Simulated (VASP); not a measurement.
Set up this calculation in VASP 6.6.1, as the native input.

```
Task                   : single point
Functional             : PBEsol
Potentials or basis    : VASP PAW PBE potentials, release 64 (Bi_d)
Cutoff                 : 520 eV
k mesh                 : 7 × 7 × 7
Occupations            : fermi-dirac, width 0.05 eV
Spin                   : no spin polarisation
Dipole correction      : no
Further INCAR settings : ALGO = Normal; EDIFF = 1e-06; NBANDS = 22
```

The structure of Bi lies in POSCAR:

```
Bi
1.0
    2.2675000000      1.3091417354      3.9380000000
   -2.2675000000      1.3091417354      3.9380000000
    0.0000000000     -2.6182834708      3.9380000000
Bi
2
Direct
    0.7724340000      0.7862450000      0.7540610000
    0.2322200000      0.2385820000      0.2322520000
```

This cell differs from its parent crystal: atoms moved at random.

These files were run (other wordings do the same):

INCAR

```
  PREC = Accurate
  ENCUT = 520
  EDIFF = 1E-6
  ISMEAR = -1
  SIGMA = 0.05
  LREAL = F
  LASPH = T
  NELM = 100
  ALGO = Normal
  ISIF = 2
  LWAVE = F
  LCHARG = F
  GGA = PS
  NBANDS = 22
```

KPOINTS

```
regular mesh
0
Gamma
  7 7 7
```

Potentials or basis: VASP PAW PBE potentials, release 64 (Bi_d).

Command:

```bash
$ cat potpaw_PBE.64/Bi_d/POTCAR > POTCAR
$ mpirun -np 1 vasp_std > vasp.out
```

Results of the run:

```yaml
Pressure: 0.2 GPa
Largest_force: 0.442 eV/Å
```

Caveat: the cell differs from its parent crystal (atoms moved at random); the PAW data sets were made with another functional, which shifts forces and pressure a little.

It took 6.7 min on 1 thread of Intel Xeon 8259CL, with other jobs on the host, peak memory 0.35 GiB.
